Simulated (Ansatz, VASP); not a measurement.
**Two plane-wave programs on SnO**

INCAR

```
SYSTEM = SnO
ALGO = Normal
EDIFF = 1E-6
ENCUT = 520
GGA = PE
ISIF = 2
ISMEAR = -1
LASPH = .True.
LCHARG = .True.
LELF = .True.
LREAL = .False.
LVHAR = .True.
LWAVE = .False.
NBANDS = 17
NELM = 80
PREC = Accurate
SIGMA = 0.05
```

File KPOINTS:

```
k-points
0
Gamma
  9 9 9
  0 0 0
```

The input POSCAR:

```
SnO
1.0
    3.1109097022      0.0000000000      0.0000000000
    0.0000000000      3.1109097022      0.0000000000
    0.0000000000      0.0000000000      3.1109097022
Sn O
1 1
Direct
    0.0000000000      0.0000000000      0.0000000000
    0.5000000000      0.5000000000      0.5000000000
```

File input.yaml:

```yaml
crystal:
  lattice:
    - [3.1109097022, 0.0, 0.0]
    - [0.0, 3.1109097022, 0.0]
    - [0.0, 0.0, 3.1109097022]
  atoms:
    - { symbol: Sn, position: [0.0, 0.0, 0.0] }
    - { symbol: O, position: [0.5, 0.5, 0.5] }
hamiltonian:
  xc: pbe
  pseudopotentials: { kind: paw, azcp: { folder: soft_1 } }
kpoints:
  mp_grid: { grid: [9, 9, 9] }
scf:
  occupations: { method: fermi_dirac, width: 0.05 }
output:
  forces: true
  stress: true
  eigenvalues: true
```

Alike in both runs: task single point; functional PBE; k mesh 9 × 9 × 9; occupations fermi-dirac, width 0.05 eV; no spin polarisation.

|  | VASP | Ansatz |
| --- | --- | --- |
| version | VASP 6.6.1 | Ansatz 0.2.0 |
| potentials or method | VASP PAW PBE potentials, release 64 (Sn_d, O) | Ansatz PAW soft_1 |
| plane-wave cutoff (eV) | 520 | 420 |
| valence electrons in the cell | 20 | 20 |

Ansatz gave:

| Property | Result |
| --- | --- |
| gap on the k mesh at the Fermi level (eV) | 0.43 |
| least direct gap on the mesh (eV) | 0.95 |
| pressure (GPa) | 2.1 |

**Question.** Estimate VASP's values.

**Answer.** gap on the k mesh at the Fermi level (eV): 0.43; least direct gap on the mesh (eV): 0.95; pressure (GPa): 2.0.

Noted on Ansatz's run: odd divisions of the mesh miss points on the zone boundary, where band edges often lie, so the gap on the mesh can be too wide.
